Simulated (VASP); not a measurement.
Here is a VASP 6.6.1 calculation.

File INCAR:

```
ALGO = Normal
EDIFF = 1E-6
ENCUT = 600
GGA = PE
GGA_COMPAT = False
ISIF = 2
ISMEAR = 0
LASPH = True
LCHARG = False
LREAL = False
LWAVE = False
NBANDS = 12
NELM = 120
PREC = Accurate
SIGMA = 0.1
```

Contents of KPOINTS:

```
k-points
0
Gamma
  10 10 10
```

POSCAR

```
Cu
1.0
    0.0000000000      1.8135739183      1.8135739183
    1.8135739183      0.0000000000      1.8135739183
    1.8135739183      1.8135739183      0.0000000000
Cu
1
Direct
    0.0000000000      0.0000000000      0.0000000000
```

Potentials or basis: VASP PAW PBE potentials, release 64 (Cu).

Command:

```console
$ cat potpaw_PBE.64/Cu/POTCAR > POTCAR
$ mpirun -np 1 vasp_std > vasp.out
```

Q: Estimate the pressure.

A: 1.2 GPa.
